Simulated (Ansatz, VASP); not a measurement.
ZnAu in VASP and in Ansatz

INCAR

```
ALGO = Fast
EDIFF = 1E-7
ENCUT = 520
GGA = PE
ISIF = 2
ISMEAR = 0
LASPH = T
LCHARG = T
LELF = T
LREAL = F
LVHAR = T
LWAVE = F
NBANDS = 18
NELM = 100
PREC = Accurate
SIGMA = 0.15
```

File KPOINTS:

```
k-points
0
Gamma
  16 16 16
```

Contents of POSCAR:

```
ZnAu
1.0
    3.5325658942      0.0000000000      0.0000000000
    0.0000000000      3.5325658942      0.0000000000
    0.0000000000      0.0000000000      2.4975240872
Zn Au
1 1
Direct
    0.5000000000      0.5000000000      0.5000000000
    0.0000000000      0.0000000000      0.0000000000
```

Input for Ansatz:

```yaml
crystal:
  lattice:
    - [3.5325658942, 0.0, 0.0]
    - [0.0, 3.5325658942, 0.0]
    - [0.0, 0.0, 2.4975240872]
  atoms:
    - { symbol: Zn, position: [0.5, 0.5, 0.5] }
    - { symbol: Au, position: [0.0, 0.0, 0.0] }
basis:
  ecutwfc: 420
kpoints:
  mp_grid: { grid: [16, 16, 16] }
hamiltonian:
  xc: pbe
scf:
  occupations: { method: gaussian, width: 0.15 }
output:
  forces: true
  stress: true
  eigenvalues: true
```

Alike in both runs: task single point; functional PBE; k mesh 16 × 16 × 16; occupations gaussian, width 0.15 eV; no spin polarisation.

|  | VASP | Ansatz |
| --- | --- | --- |
| version | VASP 6.6.1 | Ansatz 0.2.0 |
| potentials or method | VASP PAW PBE potentials, release 64 (Zn, Au), cutoff 520 eV | scalar-relativistic, plane waves, PAW |
| valence electrons in the cell | 23 | 31 |

```csv
,VASP,Ansatz,Ansatz less VASP
gap on the k mesh at the Fermi level (eV),none,none,-
pressure (GPa),16.4,16.3,-0.13
"traceless stress, the component that is largest in VASP (GPa)",26.57,26.77,+0.199
```

A gap of «none» marks a metal or a gap that the smearing closes. VASP's potentials hold 23 valence electrons a cell and Ansatz's 31, so a difference there can come from the potentials and not from the codes.

Spin-orbit coupling is off throughout.
